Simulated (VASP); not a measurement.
# Sr (Fm-3m) in VASP: a series of runs, part 2 of 2

VASP 6.6.1. Earlier steps stand in the parts before.

## 5. Relaxation of cell and atoms, LDA

INCAR reads:

```
SYSTEM = Sr
PREC = Accurate
ENCUT = 600
EDIFF = 1E-6
ISMEAR = 0
SIGMA = 0.01
LREAL = .False.
LASPH = .True.
NELM = 60
ALGO = Normal
ISIF = 3
LWAVE = .False.
LCHARG = .False.
GGA = CA
IBRION = 2
NSW = 100
EDIFFG = -0.002
```

KPOINTS reads:

```
Automatic mesh
0
Gamma
  14 14 14
  0 0 0
```

POSCAR reads:

```
Sr
1.0
    0.0000000000      3.0336031300      3.0336031300
    3.0336031300      0.0000000000      3.0336031300
    3.0336031300      3.0336031300      0.0000000000
Sr
1
Direct
    0.0000000000      0.0000000000      0.0000000000
```

Potentials or basis: VASP PAW LDA potentials, release 64 (Sr_sv).

Run with:

```bash
cat potpaw_LDA.64/Sr_sv/POTCAR > POTCAR
mpirun -np 1 vasp_std > vasp.out
```

OUTCAR:

```text
SYSTEM = Sr
   PREC = Accurate
   ENCUT = 600
   EDIFF = 1E-6
   ISMEAR = 0
   LREAL = .False.
   LASPH = .True.
   NELM = 60
   ISIF = 3
   GGA = CA
   IBRION = 2
   NSW = 100
   EDIFFG = -0.002

 ion  position               nearest neighbor table
   1  0.000  0.000  0.000-

  LATTYP: Found a face centered cubic cell.
 ALAT       =     6.0672062600

  Lattice vectors:

 A1 = (   0.0000000000,   3.0336031300,   3.0336031300)
 A2 = (   3.0336031300,   0.0000000000,   3.0336031300)
 A3 = (   3.0336031300,   3.0336031300,   0.0000000000)

Analysis of symmetry for initial positions (statically):
=====================================================================
 Subroutine PRICEL returns:
[... 362 lines left out ...]
 fundamental gap:      0.0968638189
 Fermi energy:         1.9178346625

 k-point     1 :       0.0000    0.0000    0.0000
  band No.  band energies     occupation
      1     -34.3518      2.00000
      2     -16.3032      2.00000
      3     -16.3032      2.00000
      4     -16.3032      2.00000
      5      -1.9774      2.00000
      6       4.2450      0.00000
      7       4.2450      0.00000
      8       4.2450      0.00000
      9       5.9174      0.00000
[... 265 lines left out ...]
 k-point    24 :       0.2857    0.1429    0.0000
  band No.  band energies     occupation
      1     -34.3363      2.00000
      2     -16.4615      2.00000
      3     -16.3458      2.00000
      4     -16.3426      2.00000
      5      -0.7142      2.00000
      6       3.0238      0.00000
      7       4.1537      0.00000
      8       4.6804      0.00000
      9       5.2982      0.00000

 [... further k-points ...]

------------------------ aborting loop because EDIFF is reached ----------------------------------------

  FORCE on cell =-STRESS in cart. coord.  units (eV):
  Direction    XX          YY          ZZ          XY          YZ          ZX
  --------------------------------------------------------------------------------------
  -------------------------------------------------------------------------------------
  Total        0.0000948      0.0000948      0.0000948     -0.0000000     -0.0000000     -0.0000000
  in kB        0.0031362      0.0031362      0.0031362     -0.0000000     -0.0000000     -0.0000000
  external PRESSURE =       0.0031362 kB  Pullay stress =       0.0000000 kB
[... 16 lines left out ...]
  FREE ENERGIE OF THE ION-ELECTRON SYSTEM (eV)
  ---------------------------------------------------
  free  energy   TOTEN  =        -1.8990969716 eV

  energy  without entropy=       -1.8990969716  energy(sigma->0) =       -1.89909697

 reached required accuracy - stopping structural energy minimisation
```

OSZICAR:

```text
N       E                     dE             d eps       ncg     rms          rms(c)
DAV:   1     0.416630784809E+02    0.41663E+02   -0.51949E+03  1872   0.107E+03
DAV:   2    -0.726098129820E-01   -0.41736E+02   -0.41310E+02  2019   0.180E+02
DAV:   3    -0.179585012167E+01   -0.17232E+01   -0.17139E+01  2878   0.303E+01
[... 135 lines left out ...]
DAV:   1    -0.189909733175E+01    0.10049E-05   -0.32583E-06  1780   0.172E-02    0.300E-03
DAV:   2    -0.189909703956E+01    0.29220E-06   -0.52164E-07   945   0.719E-03
  24 F= -.18990970E+01 E0= -.18990970E+01  d E =-.848085E-05
       N       E                     dE             d eps       ncg     rms          rms(c)
DAV:   1    -0.189909700704E+01    0.32471E-06   -0.77856E-07   945   0.872E-03    0.162E-03
DAV:   2    -0.189909697159E+01    0.35447E-07   -0.20434E-07   945   0.390E-03
  25 F= -.18990970E+01 E0= -.18990970E+01  d E =-.841288E-05
```

It took 3.1 min on 1 thread of Intel Xeon 6975P-C (Granite Rapids), shared host; peak memory 0.22 GiB.

Results:

```
Free energy                           : -1.8991 eV
Relaxed volume                        : 48.43 Å³/atom
Relaxed cell                          : a = 4.091 Å, b = 4.091 Å, c = 4.091 Å, α = 60.00°, β = 60.00°, γ = 60.00°
Space group after relaxing (to 0.1 Å) : Fm-3m (No. 225)
Energy gained by relaxing             : 41.5 meV/atom
Ionic steps                           : 25
Pressure after relaxing               : 0.0 GPa
```

Step by step:
```
step  energy change (eV)  largest force (eV/Å)  pressure (GPa)  volume (Å³)
   1              0.0000                0.0000           -1.58        55.83
   2             -0.0332                0.0000           -0.82        51.51
   3             -0.0414                0.0000           -0.10        48.71
   4             -0.0415                0.0000            0.01        48.36
   5             -0.0415                0.0000           -0.04        48.50
   6             -0.0415                0.0000           -0.04        48.50
   7             -0.0415                0.0000           -0.06        48.50
   8             -0.0415                0.0000           -0.04        48.50
   9             -0.0415                0.0000           -0.03        48.50
  10             -0.0415                0.0000           -0.03        48.50
  11             -0.0415                0.0000           -0.03        48.50
  12             -0.0415                0.0000           -0.03        48.50
  13             -0.0415                0.0000           -0.03        48.49
  14             -0.0415                0.0000           -0.04        48.49
  15             -0.0415                0.0000           -0.05        48.49
  16             -0.0415                0.0000           -0.04        48.48
  17             -0.0415                0.0000           -0.03        48.46
  18             -0.0415                0.0000           -0.03        48.43
  19             -0.0415                0.0000            0.01        48.36
  20             -0.0415                0.0000            0.02        48.38
  21             -0.0415                0.0000            0.02        48.40
  22             -0.0415                0.0000            0.01        48.42
  23             -0.0415                0.0000            0.03        48.42
  24             -0.0415                0.0000            0.01        48.42
  25             -0.0415                0.0000            0.00        48.43
```

Final structure:
```yaml
crystal:
  lattice:
    - [0.00000, 2.89302, 2.89302]
    - [2.89302, 0.00000, 2.89302]
    - [2.89302, 2.89302, 0.00000]
  atoms:
    - { symbol: Sr, position: [0.00000, 0.00000, 0.00000] }
```

Levels at points of the mesh, in eV from the Fermi level:
```tsv
k point	band 2	band 3	band 4	band 5	band 6	band 7	band 8	band 9
(0.00, 0.00, 0.00)	-18.22	-18.22	-18.22	-3.90	2.33	2.33	2.33	4.00
(0.50, 0.00, 0.00)	-18.54	-18.26	-18.26	-1.29	0.28	2.16	2.16	5.21
(0.50, 0.50, 0.00)	-18.52	-18.33	-18.33	-0.86	0.12	1.37	5.22	5.56
```

## 6. Relaxation of cell and atoms, LDA

This run uses another cell than the first one, of 48.39 Å³/atom.

INCAR reads:

```
PREC     = Accurate       # precision mode
ENCUT    = 600            # plane-wave cutoff, eV
EDIFF    = 1E-7           # SCF threshold, eV
ISMEAR   = 0              # smearing method
SIGMA    = 0.01           # smearing width, eV
LREAL    = False          # projectors in reciprocal space
LASPH    = True           # aspherical terms in the spheres
NELM     = 80             # most SCF steps
ALGO     = Normal         # electronic algorithm
ISIF     = 3              # what is computed and relaxed
LWAVE    = False          # write WAVECAR
LCHARG   = False          # write CHGCAR
GGA      = CA             # functional
IBRION   = 2              # ionic algorithm
NSW      = 100            # ionic steps
EDIFFG   = -0.002         # ionic threshold
```

KPOINTS reads:

```
regular mesh
0
Gamma
  16 16 16
```

POSCAR reads:

```
Sr
1.0
    0.0000000000      2.8922972281      2.8922972281
    2.8922972281      0.0000000000      2.8922972281
    2.8922972281      2.8922972281      0.0000000000
Sr
1
Direct
    0.0000000000      0.0000000000      0.0000000000
```

Potentials or basis: VASP PAW LDA potentials, release 64 (Sr_sv).

Run with:

```bash
cat potpaw_LDA.64/Sr_sv/POTCAR > POTCAR
mpirun -np 1 vasp_std > vasp.out
```

Run time: 61 s. Hardware: 1 thread of Intel Xeon 6975P-C (Granite Rapids), shared host; peak memory 0.23 GiB.

The run converged. Its results:

```yaml
Free_energy: -1.8979 eV
Relaxed_volume: 48.53 Å³/atom
Relaxed_cell: a = 4.094 Å, b = 4.094 Å, c = 4.094 Å, α = 60.00°, β = 60.00°, γ = 60.00°
Space_group_after_relaxing_to_0.1_Å: Fm-3m (No. 225)
Energy_gained_by_relaxing: 0.0 meV/atom
Ionic_steps: 3
Pressure_after_relaxing: 0.0 GPa
```

Final structure:
```
CELL_PARAMETERS angstrom
0.00000 2.89509 2.89509
2.89509 0.00000 2.89509
2.89509 2.89509 0.00000
ATOMIC_POSITIONS crystal
Sr 0.00000 0.00000 0.00000
```

Levels at points of the mesh, in eV from the Fermi level:
```csv
k point,band 1,band 2,band 3,band 4,band 5,band 6,band 7,band 8,band 9
"(0.00, 0.00, 0.00)",-36.25,-18.20,-18.20,-18.20,-3.87,2.35,2.35,2.35,4.01
"(0.50, 0.00, 0.00)",-36.22,-18.51,-18.24,-18.24,-1.27,0.29,2.18,2.18,5.22
"(0.50, 0.50, 0.00)",-36.22,-18.50,-18.31,-18.31,-0.84,0.14,1.38,5.23,5.58
```

## 7. The runs side by side

| task | cell | k mesh | cutoff (eV) | smearing | pressure (GPa) | relaxed volume (Å³/atom) |
| --- | --- | --- | --- | --- | --- | --- |
| single point | a = 4.290 Å, angles 60.0°, 1 atom | 6 × 6 × 6 | 520 | gaussian 0.1 eV | -1.5 | - |
| single point | a = 4.090 Å, angles 60.0°, 1 atom | 14 × 14 × 14 | 520 | gaussian 0.01 eV | 0.0 | - |
| single point | a = 4.091 Å, angles 60.0°, 1 atom | 16 × 16 × 16 | 520 | gaussian 0.01 eV | 0.0 | - |
| relaxation of cell and atoms | relaxed from a = 4.290 Å, angles 60.0°, 1 atom | 14 × 14 × 14 | 600 | gaussian 0.01 eV | 0.0 | 48.43 |
| relaxation of cell and atoms | relaxed from a = 4.090 Å, angles 60.0°, 1 atom | 16 × 16 × 16 | 600 | gaussian 0.01 eV | 0.0 | 48.53 |

Alike in all rows: level LDA; potentials or basis VASP PAW LDA potentials, release 64 (Sr_sv); no spin polarisation.

Absolute energies hang on the potentials; compare differences alone.
